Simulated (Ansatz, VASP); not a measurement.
Nb: VASP beside Ansatz

INCAR

```
PREC = Accurate ; ENCUT = 520
EDIFF = 1E-6 ; ISMEAR = -1
SIGMA = 0.05 ; LREAL = False
LASPH = True ; NELM = 150
ALGO = Normal ; ISIF = 2
LWAVE = False ; LCHARG = False
MAGMOM = 0 0 0 ; LORBIT = 11
LSORBIT = True ; GGA_COMPAT = False
LORBMOM = True ; LMAXMIX = 4
GGA = PE ; NBANDS = 24
```

File KPOINTS:

```
regular mesh
0
Gamma
  22 22 22
```

POSCAR

```
Nb
1.0
   -1.6554373320      1.6554373320      1.6554373320
    1.6554373320     -1.6554373320      1.6554373320
    1.6554373320      1.6554373320     -1.6554373320
Nb
1
Direct
    0.0000000000      0.0000000000      0.0000000000
```

Input for Ansatz:

```yaml
crystal:
  lattice:
    - [-1.655437332, 1.655437332, 1.655437332]
    - [1.655437332, -1.655437332, 1.655437332]
    - [1.655437332, 1.655437332, -1.655437332]
  atoms:
    - { symbol: Nb, position: [0.0, 0.0, 0.0] }
kpoints:
  mp_grid: { grid: [22, 22, 22] }
scf:
  occupations: { method: fermi_dirac, width: 0.05 }
hamiltonian:
  xc: pbe
  pseudopotentials: { kind: all_electron, lapw: { basis_error: 0.0005 } }
output:
  forces: true
  stress: true
  eigenvalues: true
magnetization:
  noncollinear: true
  spin_orbit: true
```

Alike in both runs: task single point; functional PBE; k mesh 22 × 22 × 22; occupations fermi-dirac, width 0.05 eV; non-collinear spin, spin-orbit coupling.

|  | VASP | Ansatz |
| --- | --- | --- |
| version | VASP 6.6.1 | Ansatz 0.2.0 |
| potentials or method | VASP PAW PBE potentials, release 64 (Nb_sv), cutoff 520 eV | all-electron LAPW |

|  | VASP | Ansatz | Ansatz less VASP |
| --- | --- | --- | --- |
| pressure (GPa) | -0.4 | 0.0 | +0.36 |
| net moment per atom (μB) | 0.00 | 0.00 | 0.000 |

Ansatz ran all-electron here, and VASP with PAW potentials.
